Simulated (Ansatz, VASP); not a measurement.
HgTe in VASP and in Ansatz

```
Hg Te
1.0
     0.00000    3.27755    3.27755
     3.27755    0.00000    3.27755
     3.27755    3.27755    0.00000
Hg Te
1 1
Direct
  0.00000 0.00000 0.00000
  0.75000 0.75000 0.75000
```

Alike in both runs: task single point; functional r2SCAN; k mesh 7 × 7 × 7; occupations fermi-dirac, width 0.05 eV; no spin polarisation.

|  | VASP | Ansatz |
| --- | --- | --- |
| version | VASP 6.6.1 | Ansatz 0.2.0 |
| potentials or method | VASP PAW PBE potentials, release 64 (Hg, Te) | Ansatz PAW |
| plane-wave cutoff (eV) | 520 | 500 |
| valence electrons in the cell | 18 | 36 |

```csv
,VASP,Ansatz,Ansatz less VASP
gap on the k mesh at the Fermi level (eV),none,none,-
pressure (GPa),0.4,0.4,-0.06
```

VASP's potentials were made for PBE, not for r2SCAN. A gap of «none» marks a metal or a gap that the smearing closes. The functional is the same, so the differences come from potentials, cutoffs and numerics. VASP's potentials hold 18 valence electrons a cell and Ansatz's 36, so a difference there can come from the potentials and not from the codes.

Spin-orbit coupling is off throughout.
